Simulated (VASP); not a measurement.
# Be24N in VASP: a series of runs

The runs below take Be24N through relaxation of the atoms, with LDA.

Program: VASP 6.6.1. These are calculated values, not measurements. Logs are shortened: lines on timing, memory, paths and dates and some standing lists are left out, and cuts for length are marked.

**1. The cell of the first run**

The cell holds a slab with vacuum, 25 atoms: a = 4.452 Å, b = 7.033 Å, c = 19.800 Å, α = 90.00°, β = 90.00°, γ = 90.00°.

**2. Relaxation of the atoms, LDA**

INCAR

```
ALGO = Normal ; DIPOL = 0.5 0.5 0.320
EDIFF = 1E-7 ; EDIFFG = -0.025
ENCUT = 520 ; IBRION = 2
IDIPOL = 3 ; ISIF = 2
ISMEAR = 0 ; KPAR = 4
LASPH = T ; LCHARG = F
LDIPOL = T ; LREAL = Auto
LWAVE = F ; NELM = 80
NSW = 36 ; PREC = Accurate
SIGMA = 0.1
```

KPOINTS

```
k-points
0
Gamma
  6 4 1
```

POSCAR

```
Be24N
1.0
    4.4524297775      0.0000000000      0.0000000000
    0.0000000000      7.0331519566      0.0000000000
    0.0000000000      0.0000000000     19.7998741761
Be N
24 1
Selective dynamics
Direct
    0.0000000000      0.3750000000      0.2020214858  F F F
    0.0000000000      0.8750000000      0.2020214858  F F F
    0.5000000000      0.3750000000      0.2020214858  F F F
    0.5000000000      0.8750000000      0.2020214858  F F F
    0.2500000000      0.1250000000      0.2344789084  F F F
    0.2500000000      0.6250000000      0.2344789084  F F F
    0.7500000000      0.1250000000      0.2344789084  F F F
    0.7500000000      0.6250000000      0.2344789084  F F F
    0.2500000000      0.3750000000      0.2993937535  F F F
    0.2500000000      0.8750000000      0.2993937535  F F F
    0.7500000000      0.3750000000      0.2993937535  F F F
    0.7500000000      0.8750000000      0.2993937535  F F F
    0.0000000000      0.1250000000      0.3261495638  F F F
    0.0000000000      0.6250000000      0.3261495638  F F F
    0.5000000000      0.1250000000      0.3261495638  F F F
    0.5000000000      0.6250000000      0.3261495638  F F F
    0.0000000000      0.3750000000      0.3969669031  F F F
    0.0000000000      0.8750000000      0.3969669031  F F F
    0.5000000000      0.3750000000      0.3969669031  F F F
    0.5000000000      0.8750000000      0.3969669031  F F F
    0.2500000000      0.1250000000      0.4191882283  F F F
    0.2500000000      0.6250000000      0.4191882283  F F F
    0.7500000000      0.1250000000      0.4191882283  F F F
    0.7500000000      0.6250000000      0.4191882283  F F F
    0.4166666667      0.1250000000      0.4838478673  F F T
```

Potentials or basis: VASP PAW LDA potentials, release 64 (Be, N).

The run is started by

```
$ cat potpaw_LDA.64/Be/POTCAR potpaw_LDA.64/N/POTCAR > POTCAR
$ mpirun -np 4 vasp_std > vasp.out
```

OUTCAR:

```text
EDIFF = 1E-7
   EDIFFG = -0.025
   ENCUT = 520
   IBRION = 2
   ISIF = 2
   ISMEAR = 0
   LASPH = T
   LREAL = Auto
   NELM = 80
   NSW = 36
   PREC = Accurate

 ion  position               nearest neighbor table
   1  0.000  0.375  0.202-   5 2.18   6 2.18   7 2.18   8 2.18   3 2.23   3 2.23  11 2.23   9 2.23

   2  0.000  0.875  0.202-   5 2.18   6 2.18   7 2.18   8 2.18   4 2.23   4 2.23  12 2.23  10 2.23

   3  0.500  0.375  0.202-   5 2.18   6 2.18   7 2.18   8 2.18   1 2.23   1 2.23  11 2.23   9 2.23
[... 39 lines left out ...]
  23  0.750  0.125  0.419-  25 1.96  18 2.13  19 2.13  20 2.13  17 2.13  15 2.15  13 2.15  21 2.23
                            21 2.23
  24  0.750  0.625  0.419-  17 2.13  18 2.13  19 2.13  20 2.13  14 2.15  16 2.15  22 2.23  22 2.23

  25  0.417  0.125  0.484-  21 1.48  23 1.96

  LATTYP: Found a simple orthorhombic cell.
 ALAT       =     4.4524297775
 B/A-ratio  =     1.5796210851
 C/A-ratio  =     4.4469817977

  Lattice vectors:

 A1 = (   4.4524297775,   0.0000000000,   0.0000000000)
 A2 = (   0.0000000000,   7.0331519566,   0.0000000000)
 A3 = (   0.0000000000,   0.0000000000,  19.7998741761)

Analysis of symmetry for initial positions (statically):
=====================================================================
 Subroutine PRICEL returns:
 Original cell was already a primitive cell.

 Routine SETGRP: Setting up the symmetry group for a
 simple orthorhombic supercell.

 Subroutine GETGRP returns: Found  2 space group operations
 (whereof  1 operations were pure point group operations)
 out of a pool of  8 trial point group operations.

The static configuration has the point symmetry C_1 .
 The point group associated with its full space group is C_1h.

Analysis of symmetry for dynamics (positions and initial velocities):
=====================================================================
 Subroutine PRICEL returns:
 Original cell was already a primitive cell.

 Routine SETGRP: Setting up the symmetry group for a
 simple orthorhombic supercell.

 Subroutine GETGRP returns: Found  2 space group operations
 (whereof  1 operations were pure point group operations)
 out of a pool of  8 trial point group operations.

The dynamic configuration has the point symmetry C_1 .
 The point group associated with its full space group is C_1h.

Analysis of constrained symmetry for selective dynamics:
=====================================================================
 Subroutine PRICEL returns:
 Original cell was already a primitive cell.

 Routine SETGRP: Setting up the symmetry group for a
 simple orthorhombic supercell.

 Subroutine GETGRP returns: Found  2 space group operations
 (whereof  1 operations were pure point group operations)
 out of a pool of  8 trial point group operations.

The constrained configuration has the point symmetry C_1 .
 The point group associated with its full space group is C_1h.

 Subroutine INISYM returns: Found  2 space group operations
 (whereof  1 operations are pure point group operations),
 and found     1 'primitive' translations

----------------------------------------------------------------------------------------

                                     Primitive cell

  volume of cell :     620.0254

  direct lattice vectors                    reciprocal lattice vectors
     4.452429777  0.000000000  0.000000000     0.224596468  0.000000000  0.000000000
     0.000000000  7.033151957  0.000000000     0.000000000  0.142183761  0.000000000
     0.000000000  0.000000000 19.799874176     0.000000000  0.000000000  0.050505371

  length of vectors
     4.452429777  7.033151957 19.799874176     0.224596468  0.142183761  0.050505371

  position of ions in fractional coordinates (direct lattice)
     0.000000000  0.375000000  0.202021486
     0.000000000  0.875000000  0.202021486
     0.500000000  0.375000000  0.202021486
     0.500000000  0.875000000  0.202021486
     0.250000000  0.125000000  0.234478908
     0.250000000  0.625000000  0.234478908
[... 17 lines left out ...]
     0.750000000  0.625000000  0.419188228
     0.416666667  0.125000000  0.483847867

  ion indices of the primitive-cell ions
   primitive index   ion index
                 1           1
                 2           2
                 3           3
                 4           4
                 5           5
                 6           6
[... 17 lines left out ...]
                24          24
                25          25

----------------------------------------------------------------------------------------

 KPOINTS: k-points

Automatic generation of k-mesh.
 Grid dimensions read from file:
 generate k-points for:    6    4    1

 Generating k-lattice:

  Cartesian coordinates                     Fractional coordinates (reciprocal lattice)
     0.037432745  0.000000000  0.000000000     0.166666667  0.000000000  0.000000000
     0.000000000  0.035545940  0.000000000     0.000000000  0.250000000  0.000000000
     0.000000000  0.000000000  0.050505371     0.000000000  0.000000000  1.000000000

  Length of vectors
     0.037432745  0.035545940  0.050505371

  Shift w.r.t. Gamma in fractional coordinates (k-lattice)
     0.000000000  0.000000000  0.000000000

 Subroutine IBZKPT returns following result:
 ===========================================

 Found     12 irreducible k-points:

 Following reciprocal coordinates:
            Coordinates               Weight
  0.000000  0.000000  0.000000      1.000000
  0.166667  0.000000  0.000000      2.000000
  0.333333  0.000000  0.000000      2.000000
  0.500000  0.000000  0.000000      1.000000
  0.000000  0.250000  0.000000      2.000000
  0.166667  0.250000  0.000000      4.000000
  0.333333  0.250000  0.000000      4.000000
  0.500000  0.250000  0.000000      2.000000
  0.000000  0.500000  0.000000      1.000000
  0.166667  0.500000  0.000000      2.000000
  0.333333  0.500000  0.000000      2.000000
  0.500000  0.500000  0.000000      1.000000
   k-points           NKPTS =     12   k-points in BZ     NKDIM =     12   number of bands    NBANDS=     39
   number of dos      NEDOS =    301   number of ions     NIONS =     25
   total plane-waves  NPLWV = 291600
   dimension x,y,z NGX =    36 NGY =   54 NGZ =  150
   dimension x,y,z NGXF=    72 NGYF=  108 NGZF=  300
   ions per type =              24   1
   NGX,Y,Z   is equivalent  to a cutoff of  13.44, 12.76, 12.59 a.u.
   NGXF,Y,Z  is equivalent  to a cutoff of  26.88, 25.53, 25.19 a.u.
 SYSTEM =  unknown system
   PREC   = accura    normal or accurate (medium, high low for compatibility)
   ISTART =      0    job   : 0-new  1-cont  2-samecut
   ICHARG =      2    charge: 1-file 2-atom 10-const
   ISPIN  =      1    spin polarized calculation?
   LNONCOLLINEAR =      F non collinear calculations
   LSORBIT =      F    spin-orbit coupling
   LASPH  =      T    aspherical Exc in radial PAW
   ENCUT  =  520.0 eV  38.22 Ry    6.18 a.u.   8.28 13.08 36.81*2*pi/ulx,y,z
   NELM   =     80;   NELMIN=  2; NELMDL= -5     # of ELM steps
   EDIFF  = 0.1E-06   stopping-criterion for ELM
   LREAL  =      T    real-space projection
   EDIFFG = -.3E-01   stopping-criterion for IOM
   NSW    =     36    number of steps for IOM
   IBRION =      2    ionic relax: 0-MD 1-quasi-New 2-CG
   NFREE  =      1    steps in history (QN), initial steepest desc. (CG)
   ISIF   =      2    stress and relaxation
   ISYM   =      2    0-nonsym 1-usesym 2-fastsym
   POTIM  = 0.5000    time-step for ionic-motion
   TEBEG  =    0.0;   TEEND  =   0.0 temperature during run
   PSTRESS=    0.0 pullay stress
   NELECT =      53.0000    total number of electrons
   NUPDOWN=      -1.0000    fix difference up-down
   EMIN   =  10.00;   EMAX   =-10.00  energy-range for DOS
   EFERMI =   0.00;   METHOD = LEGACY
   ISMEAR =     0;   SIGMA  =   0.10  broadening in eV -4-tet -1-fermi 0-gaus
   EFERMI_NEDOS =   21; number of points for ismear=-14 and -15
   IALGO  =     38    algorithm
   IMIX   =      4    mixing-type and parameters
     AMIX     =   0.40;   BMIX     =  1.00
     AMIX_MAG =   1.60;   BMIX_MAG =  1.00
  volume/ion in A,a.u.               =      24.80       167.37
  Fermi-wavevector in a.u.,A,eV,Ry     =   0.721158  1.362791  7.075962  0.520069
  Thomas-Fermi vector in A             =   1.810794
   LORBIT       =      0    0 simple, 1 ext, 2 COOP (PROOUT), +10 PAW based schemes
   GGA     = CA    functional components
   LHFCALC =     F    Hartree Fock is set to
   AEXX    =    0.0000 exact exchange contribution
   IVDW    =     0    specifies the selected vdW correction
   LEPSILON=     F    determine dielectric tensor
   LRPA    =     F    only Hartree local field effects (RPA)
 conjugate gradient relaxation of ions
 non-spin polarized calculation
 Gauss-broadening in eV      SIGMA  =   0.10
  energy-cutoff  :      520.00
  volume of cell :      620.03
 maximum number of plane-waves:     16734
 NGX is ok and might be reduce to    36
   NGX = 17   NGY = 27   NGZ = 73

 dipolmoment           0.000000      0.000000     -0.079197 electrons x Angstroem

--------------------------------------- Ionic step        1  -------------------------------------------

 number of electron      53.0000001 magnetization

 Free energy of the ion-electron system (eV)
  ---------------------------------------------------
  ext. energy  EPLUGINS =         0.00000000
  ---------------------------------------------------
  free energy    TOTEN  =       -99.69529562 eV

  energy without entropy =      -99.64768819  energy(sigma->0) =      -99.67149190

------------------------ aborting loop because EDIFF is reached ----------------------------------------

  FORCE on cell =-STRESS in cart. coord.  units (eV):
  Direction    XX          YY          ZZ          XY          YZ          ZX
  --------------------------------------------------------------------------------------
  -------------------------------------------------------------------------------------
  Total        0.8501113     -4.0178515     -1.6978039      0.0000000      0.0000000      3.3733773
  in kB        2.1967309    -10.3823330     -4.3872117      0.0000000      0.0000000      8.7169787
  external PRESSURE =      -4.1909379 kB  Pullay stress =       0.0000000 kB
[... 105 lines left out ...]
--------------------------------------- Ionic step        3  -------------------------------------------

 number of electron      53.0000001 magnetization

 dipolmoment           0.000000      0.000000      0.294743 electrons x Angstroem

 Free energy of the ion-electron system (eV)
  ---------------------------------------------------
  ext. energy  EPLUGINS =         0.00000000
  ---------------------------------------------------
  free energy    TOTEN  =       -99.76530578 eV

  energy without entropy =      -99.71986413  energy(sigma->0) =      -99.74258496

 E-fermi :  -1.8356     XC(G=0):  -4.2836

 val. band max:       -1.8497908225   @ k =   0.1667   0.0000   0.0000
 cond. band min:      -1.8215623605   @ k =   0.3333   0.2500   0.0000
 fundamental gap:      0.0282284621
 Fermi energy:        -1.8356204458

 k-point     1 :       0.0000    0.0000    0.0000
  band No.  band energies     occupation
      1     -15.0616      2.00000
      2     -12.1533      2.00000
      3     -10.0548      2.00000
      4     -10.0515      2.00000
      5      -9.9580      2.00000
      6      -8.0233      2.00000
[... 481 lines left out ...]
     37       2.8995      0.00000
     38       3.0525      0.00000
 [bands above 38 left out]

------------------------ aborting loop because EDIFF is reached ----------------------------------------

 vacuum level on the upper side and lower side of the slab       (xc-potential included)         0.823        -0.836

  FORCE on cell =-STRESS in cart. coord.  units (eV):
  Direction    XX          YY          ZZ          XY          YZ          ZX
  --------------------------------------------------------------------------------------
  -------------------------------------------------------------------------------------
  Total        1.5623421     -4.0728504      0.7436711      0.0000000      0.0000000      4.6887154
  in kB        4.0371715    -10.5244529      1.9216840      0.0000000      0.0000000     12.1158794
  external PRESSURE =      -1.5218658 kB  Pullay stress =       0.0000000 kB
[... 40 lines left out ...]
  FREE ENERGIE OF THE ION-ELECTRON SYSTEM (eV)
  ---------------------------------------------------
  free  energy   TOTEN  =       -99.7653057788 eV

  energy  without entropy=      -99.7198641348  energy(sigma->0) =      -99.74258496

 reached required accuracy - stopping structural energy minimisation

 vacuum level on the upper side and lower side of the slab         4.597         2.893
```

Run time: 6.3 min. Hardware: 4 MPI ranks of Intel Xeon Platinum 8175M at 2.50GHz (Skylake/Cascade Lake), shared host; peak memory 0.58 GiB.

What came out:

* Free energy: -99.7653 eV
* Energy gained by relaxing: 2.8 meV/atom
* Ionic steps: 3
* Band gap on the k mesh: zero (an odd number of electrons rules out a gap without spin polarisation)

The path:
| step | energy change (eV) | largest force on free atoms (eV/Å) | pressure (GPa) |
| --- | --- | --- | --- |
| 1 | 0.0000 | 1.7191 | -0.42 |
| 2 | -0.0696 | 0.1448 | -0.13 |
| 3 | -0.0700 | 0.0004 | -0.15 |

Final structure:
```yaml
crystal:
  lattice:
    - [4.45243, 0.00000, 0.00000]
    - [0.00000, 7.03315, 0.00000]
    - [0.00000, 0.00000, 19.79987]
  atoms:
    - { symbol: Be, position: [0.00000, 0.37500, 0.20202] }
    - { symbol: Be, position: [0.00000, 0.87500, 0.20202] }
    - { symbol: Be, position: [0.50000, 0.37500, 0.20202] }
    - { symbol: Be, position: [0.50000, 0.87500, 0.20202] }
    - { symbol: Be, position: [0.25000, 0.12500, 0.23448] }
    - { symbol: Be, position: [0.25000, 0.62500, 0.23448] }
    - { symbol: Be, position: [0.75000, 0.12500, 0.23448] }
    - { symbol: Be, position: [0.75000, 0.62500, 0.23448] }
    - { symbol: Be, position: [0.25000, 0.37500, 0.29939] }
    - { symbol: Be, position: [0.25000, 0.87500, 0.29939] }
    - { symbol: Be, position: [0.75000, 0.37500, 0.29939] }
    - { symbol: Be, position: [0.75000, 0.87500, 0.29939] }
    - { symbol: Be, position: [0.00000, 0.12500, 0.32615] }
    - { symbol: Be, position: [0.00000, 0.62500, 0.32615] }
    - { symbol: Be, position: [0.50000, 0.12500, 0.32615] }
    - { symbol: Be, position: [0.50000, 0.62500, 0.32615] }
    - { symbol: Be, position: [0.00000, 0.37500, 0.39697] }
    - { symbol: Be, position: [0.00000, 0.87500, 0.39697] }
    - { symbol: Be, position: [0.50000, 0.37500, 0.39697] }
    - { symbol: Be, position: [0.50000, 0.87500, 0.39697] }
    - { symbol: Be, position: [0.25000, 0.12500, 0.41919] }
    - { symbol: Be, position: [0.25000, 0.62500, 0.41919] }
    - { symbol: Be, position: [0.75000, 0.12500, 0.41919] }
    - { symbol: Be, position: [0.75000, 0.62500, 0.41919] }
    - { symbol: N, position: [0.41667, 0.12500, 0.47994] }
```

[end of part 1 of 2]

The gap in the log of VASP goes by the Fermi energy; the results here count the filled bands.